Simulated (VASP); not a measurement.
Runs of VASP 6.6.1 on BaTe. The structure is that of space group Fm-3m (No. 225), or close to it. The cells are those of the table. 

```tsv
cell	gap on the mesh (eV)	pressure (GPa)
a = 4.838 Å, angles 60.0°, 2 atoms	1.26	2.0
a = 4.917 Å, angles 60.0°, 2 atoms	1.39	(a)
a = 4.790 Å, angles 60.0°, 2 atoms	(d)	3.3
a = 4.822 Å, angles 60.0°, 2 atoms	(b)	2.4
a = 4.806 Å, angles 60.0°, 2 atoms	(c)	2.8
a = 4.854 Å, angles 60.0°, 2 atoms	1.29	1.6
```

Alike in all rows: task electric field gradients; level PBEsol; potentials or basis VASP PAW PBE potentials, release 64 (Ba_sv, Te); no spin polarisation; k mesh 10 × 10 × 10; cutoff (eV) 520; smearing fermi-dirac 0.05 eV.

Task: Estimate the missing entries.

Result: (a) 0.2; (b) 1.24; (c) 1.21; (d) 1.18.

Caveats: the PAW data sets were made with another functional, which shifts forces and pressure a little; spin-orbit coupling is left out, which moves the levels of the heavy elements; the cell stands under pressure (at least some runs).

A k mesh can miss the band edges, and the runs leave out spin-orbit coupling on Ba, Te.
